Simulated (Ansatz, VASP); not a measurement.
Hf: VASP beside Ansatz

```xyz
2
Lattice="3.1967 0.0000 0.0000 -1.5983 2.7684 0.0000 0.0000 0.0000 5.0578" Properties=species:S:1:pos:R:3 pbc="T T T"
Hf   -0.4243    1.4214    0.6644
Hf    1.5983    0.9228    3.7934
```

Alike in both runs: task single point; functional PBE; k mesh 18 × 18 × 10; occupations gaussian, width 0.15 eV; no spin polarisation.

|  | VASP | Ansatz |
| --- | --- | --- |
| version | VASP 6.6.1 | Ansatz 0.2.0 |
| potentials or method | VASP PAW PBE potentials, release 64 (Hf_pv), cutoff 520 eV | scalar-relativistic, plane waves, PAW |
| valence electrons in the cell | 20 | 52 |

```csv
,VASP,Ansatz,Ansatz less VASP
gap on the k mesh at the Fermi level (eV),none,none,-
pressure (GPa),13.3,13.9,+0.58
"traceless stress, the component that is largest in VASP (GPa)",-14.47,-14.67,-0.199
rms of the force components (eV/Å),3.773,3.851,+0.0781
```

Atom by atom the forces differ by 0.078 eV/Å (rms over components). A gap of «none» marks a metal or a gap that the smearing closes. VASP's potentials hold 20 valence electrons a cell and Ansatz's 52, so a difference there can come from the potentials and not from the codes.

Spin-orbit coupling is off throughout.
